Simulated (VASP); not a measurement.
Here is a VASP 6.6.1 calculation.

INCAR

```
ALGO = Normal ; EDIFF = 1E-6
ENCUT = 500 ; GGA = CA
GGA_COMPAT = F ; ISIF = 2
ISMEAR = 0 ; LASPH = T
LCHARG = F ; LREAL = F
LWAVE = F ; NBANDS = 15
NELM = 120 ; PREC = Accurate
SIGMA = 0.01
```

The input KPOINTS:

```
k-points
0
Gamma
  4 4 4
```

File POSCAR:

```
CaSe
1.0
    0.0000000000      2.9675306059      2.9675306059
    2.9675306059      0.0000000000      2.9675306059
    2.9675306059      2.9675306059      0.0000000000
Ca Se
1 1
Direct
    0.0000000000      0.0000000000      0.0000000000
    0.5000000000      0.5000000000      0.5000000000
```

Potentials or basis: VASP PAW LDA potentials, release 64 (Ca_sv, Se).

The run is started by

```console
$ cat potpaw_LDA.64/Ca_sv/POTCAR potpaw_LDA.64/Se/POTCAR > POTCAR
$ mpirun -np 1 vasp_std > vasp.out
```

Question: What does it give for the band gap on the k mesh?

Answer: 1.87 eV, indirect (least direct gap 2.81 eV).

Question: Predict the pressure.

Answer: -3.3 GPa.

Caveat: the k points lie up to 0.46 Å⁻¹ apart. A hybrid or GW would open this gap; LDA tends to underestimate it.
